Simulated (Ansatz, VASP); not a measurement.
One calculation of ZnO, two programs

Contents of INCAR:

```
PREC = Accurate ; ENCUT = 1000
EDIFF = 1E-8 ; ISMEAR = -1
SIGMA = 0.02 ; LREAL = False
LASPH = True ; NELM = 120
ALGO = Normal ; ISIF = 2
LWAVE = False ; LCHARG = False
LEFG = True ; NBANDS = 26
GGA_COMPAT = False
```

KPOINTS

```
regular mesh
0
Gamma
  8 8 5
```

Contents of POSCAR:

```
ZnO
1.0
    3.2493080000      0.0000000000      0.0000000000
   -1.6246540000      2.8139832727      0.0000000000
    0.0000000000      0.0000000000      5.2057090000
Zn O
2 2
Direct
    0.3333333333      0.6666666667      0.4990872424
    0.6666666667      0.3333333333     -0.0009127576
    0.6666666667      0.3333333333      0.3799227576
    0.3333333333      0.6666666667      0.8799227576
```

Input for Ansatz:

```yaml
crystal:
  lattice:
    - [3.249308, 0.0, 0.0]
    - [-1.624654, 2.8139832727, 0.0]
    - [0.0, 0.0, 5.205709]
  atoms:
    - { symbol: Zn, position: [0.3333333333, 0.6666666667, 0.4990872424] }
    - { symbol: Zn, position: [0.6666666667, 0.3333333333, -0.0009127576] }
    - { symbol: O, position: [0.6666666667, 0.3333333333, 0.3799227576] }
    - { symbol: O, position: [0.3333333333, 0.6666666667, 0.8799227576] }
kpoints:
  mp_grid: { grid: [8, 8, 5] }
scf:
  occupations: { method: fermi_dirac, width: 0.02 }
hamiltonian:
  xc: lda
  pseudopotentials: { kind: paw }
output:
  forces: true
  stress: true
  populations: true
  efg:
    quadrupole_moments_barn: { Zn: 0.122, O: -0.02558 }
    contact_densities: true
```

Alike in both runs: task electric field gradients; functional LDA; k mesh 8 × 8 × 5; occupations fermi-dirac, width 0.02 eV; no spin polarisation.

|  | VASP | Ansatz |
| --- | --- | --- |
| version | VASP 6.6.1 | Ansatz 0.2.0 |
| potentials or method | VASP PAW LDA potentials, release 64 (Zn, O_h) | plane-wave PAW, scalar-relativistic |
| plane-wave cutoff (eV) | 1000 | 420 |
| valence electrons in the cell | 36 | 36 |

|  | VASP | Ansatz | Ansatz less VASP |
| --- | --- | --- | --- |
| size of Vzz on the site where it differs most (V/Å²) | 5.1 | 4.8 | -0.22 |

LDA's correlation is that of Perdew and Zunger in VASP and of Perdew and Wang (1992) in Ansatz.
